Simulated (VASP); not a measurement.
Wanted: the native input for a VASP 6.6.1 run.

| Property | Result |
| --- | --- |
| Task | single point |
| Functional | PBE |
| Potentials or basis | VASP PAW PBE potentials, release 64 (Ti_sv, O) |
| Cutoff | 520 eV |
| k mesh | 8 × 8 × 8 |
| Occupations | gaussian, width 0.05 eV |
| Spin | no spin polarisation |
| Hubbard terms | Ti d U = 4.0 eV |
| Dipole correction | no |
| Further INCAR settings | ALGO = Normal; EDIFF = 1e-06; NBANDS = 33 |

The structure of TiO2 lies in POSCAR:

```
TiO2
1.0
   -1.9722500000      1.9722500000      4.7595000000
    1.9722500000     -1.9722500000      4.7595000000
    1.9722500000      1.9722500000     -4.7595000000
Ti O
2 4
Direct
    0.0000000000      0.0000000000      0.0000000000
    0.7500000000      0.2500000000      0.5000000000
    0.2052277854      0.2052277854      0.0000000000
    0.9552277854      0.4552277854      0.5000000000
    0.5447722146      0.0447722146      0.5000000000
    0.7947722146      0.7947722146      0.0000000000
```

The input as run:

INCAR

```
SYSTEM = TiO2
ALGO     = Normal         ! electronic algorithm
EDIFF    = 1E-6           ! SCF threshold, eV
ENCUT    = 520            ! plane-wave cutoff, eV
GGA      = PE             ! functional
ISIF     = 2              ! what is computed and relaxed
ISMEAR   = 0              ! smearing method
LASPH    = .TRUE.         ! aspherical terms in the spheres
LCHARG   = .FALSE.        ! write CHGCAR
LDAU     = .TRUE.         ! DFT+U
LDAUJ    = 0 0          
LDAUL    = 2 -1           ! shell
LDAUPRINT= 1            
LDAUTYPE = 2            
LDAUU    = 4 0            ! U, eV
LMAXMIX  = 4              ! l up to which the mixer works
LREAL    = .FALSE.        ! projectors in reciprocal space
LWAVE    = .FALSE.        ! write WAVECAR
NBANDS   = 33             ! bands
NELM     = 150            ! most SCF steps
PREC     = Accurate       ! precision mode
SIGMA    = 0.05           ! smearing width, eV
```

KPOINTS

```
k-points
0
G
  8 8 8
  0 0 0
```

Potentials or basis: VASP PAW PBE potentials, release 64 (Ti_sv, O).

The run is started by

```console
$ cat potpaw_PBE.64/Ti_sv/POTCAR potpaw_PBE.64/O/POTCAR > POTCAR
$ mpirun -np 1 vasp_std > vasp.out
```

It gave:

* Pressure: -1.9 GPa
* Largest force: 0.658 eV/Å
* Band gap on the k mesh: 2.59 eV (least direct gap 2.83 eV)

Caveat: the stress differs along the axes, from -6 to 7 GPa.

It took 5.6 min on 1 thread of Intel(R) Xeon(R) Platinum 8259CL CPU @ 2.50GHz (Skylake/Cascade Lake), with other jobs on the host, peak memory 0.31 GiB.
